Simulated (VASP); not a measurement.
Input of a VASP 6.6.1 run:

INCAR

```
SYSTEM = RbMgSbO3
ALGO = Normal ; EDIFF = 1E-6
ENCUT = 520 ; GGA = PE
ISIF = 2 ; ISMEAR = 0
LASPH = .True. ; LCHARG = .False.
LREAL = .False. ; LWAVE = .False.
NBANDS = 26 ; NELM = 60
PREC = Accurate ; SIGMA = 0.01
```

Contents of KPOINTS:

```
k-points
0
Gamma
  4 4 4
  0 0 0
```

POSCAR

```
RbMgSbO3
1.0
    3.0897263847      1.7838548369      3.7056902310
   -3.0897263847      1.7838548369      3.7056902310
    0.0000000000     -3.5677096737      3.7056902310
Rb Mg Sb O
1 1 1 3
Direct
    0.8952780000      0.8952780000      0.8952780000
    0.3185390000      0.3185390000      0.3185390000
    0.5701280000      0.5701280000      0.5701280000
    0.4946450000      0.4946450000      0.9672600000
    0.9672600000      0.4946450000      0.4946450000
    0.4946450000      0.9672600000      0.4946450000
```

Potentials or basis: VASP PAW PBE potentials, release 64 (Rb_sv, Mg, Sb, O).

Launch:

```bash
$ cat potpaw_PBE.64/Rb_sv/POTCAR potpaw_PBE.64/Mg/POTCAR potpaw_PBE.64/Sb/POTCAR potpaw_PBE.64/O/POTCAR > POTCAR
$ mpirun -np 1 vasp_std > vasp.out
```

Question: What does it give for the largest force?

Answer: 1.094 eV/Å.

Question: What does it give for the pressure?

Answer: 5.0 GPa.

Question: Estimate the band gap on the k mesh.

Answer: 2.74 eV (least direct gap 2.79 eV).

Stress tensor (GPa, compression positive):
```
4.93 0.00 0.00
0.00 4.93 0.00
0.00 0.00 5.11
```

Caveat: the cell stands under pressure; spin-orbit coupling is left out, which moves the levels of the heavy elements; forces of over 1 eV/Å act on the atoms, so gaps and moduli don't describe the material at rest. A k mesh can miss the band edges.
